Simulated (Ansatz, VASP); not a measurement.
## Ge in VASP and in Ansatz

Contents of INCAR:

```
SYSTEM = Ge
PREC = Accurate
ENCUT = 520
EDIFF = 1E-6
ISMEAR = 0
SIGMA = 0.1
LREAL = .False.
LASPH = .True.
NELM = 60
ALGO = Normal
ISIF = 2
LWAVE = .False.
LCHARG = .False.
LDIPOL = .True.
IDIPOL = 3
DIPOL = 0.5 0.5 0.500
GGA = CA
NBANDS = 21
```

KPOINTS

```
Automatic mesh
0
Gamma
  12 12 1
  0 0 0
```

File POSCAR:

```
Ge
1.0
    3.9580000000      0.0000000000      0.0000000000
   -1.9790000000      3.4277285482      0.0000000000
    0.0000000000      0.0000000000     28.0000000000
Ge
2
Direct
    0.3333333333      0.6666666667      0.5051071429
    0.6666666667      0.3333333333      0.4948928571
```

Input for Ansatz:

```yaml
crystal:
  lattice:
    - [3.958, 0.0, 0.0]
    - [-1.979, 3.4277285482, 0.0]
    - [0.0, 0.0, 28.0]
  atoms:
    - { symbol: Ge, position: [0.3333333333, 0.6666666667, 0.5051071429] }
    - { symbol: Ge, position: [0.6666666667, 0.3333333333, 0.4948928571] }
  periodic: [true, true, false]
basis:
  ecutwfc: 420
kpoints:
  mp_grid: { grid: [12, 12, 1] }
hamiltonian:
  xc: lda
  pseudopotentials: { kind: paw, azcp: { folder: soft_1 } }
scf:
  occupations: { method: gaussian, width: 0.1 }
output:
  forces: true
  stress: true
  eigenvalues: true
```

Alike in both runs: task single point; functional LDA; k mesh 12 × 12 × 1; occupations gaussian, width 0.1 eV; no spin polarisation.

|  | VASP | Ansatz |
| --- | --- | --- |
| version | VASP 6.6.1 | Ansatz 0.2.0 |
| potentials or method | VASP PAW LDA potentials, release 64 (Ge_d), cutoff 520 eV | scalar-relativistic, plane waves, PAW |
| valence electrons in the cell | 28 | 28 |

```csv
,VASP,Ansatz,Ansatz less VASP
gap on the k mesh at the Fermi level (eV),none,none,-
rms of the force components (eV/Å),0.290,0.292,+0.0023
```

Ansatz warns that its potentials were made for another functional, while VASP's fit it. LDA's correlation is that of Perdew and Zunger in VASP and of Perdew and Wang (1992) in Ansatz. Atom by atom the forces differ by 0.002 eV/Å (rms over components). A gap of «none» marks a metal or a gap that the smearing closes.
